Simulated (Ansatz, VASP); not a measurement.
AgCl: VASP beside Ansatz

```
Ag Cl
1.0
     4.47408    0.00000    0.00000
    -2.23704    3.87467    0.00000
     0.00000    0.00000    5.66469
Ag Cl
2 2
Direct
  0.33333 0.66667 0.93778
  0.66667 0.33333 0.43778
  0.33333 0.66667 0.43722
  0.66667 0.33333 0.93722
```

Alike in both runs: task single point; functional r2SCAN; k mesh 6 × 6 × 4; no spin polarisation.

|  | VASP | Ansatz |
| --- | --- | --- |
| version | VASP 6.6.1 | Ansatz 0.2.0 |
| potentials or method | VASP PAW PBE potentials, release 64 (Ag, Cl) | plane waves, PAW |
| plane-wave cutoff (eV) | 520 | 500 |
| occupations | gaussian, width 0.01 eV | fixed |
| valence electrons in the cell | 36 | 52 |

Ansatz gave:

- gap on the k mesh at the Fermi level (eV): 1.80
- pressure (GPa): 1.3
- traceless stress, the component that is largest in VASP (GPa): -0.14

Problem. Which values does VASP return?

Solution. gap on the k mesh at the Fermi level (eV): 1.75; pressure (GPa): 1.2; traceless stress, the component that is largest in VASP (GPa): -0.09.

VASP's potentials were made for PBE, not for r2SCAN. VASP's potentials hold 36 valence electrons a cell and Ansatz's 52, so a difference there can come from the potentials and not from the codes.
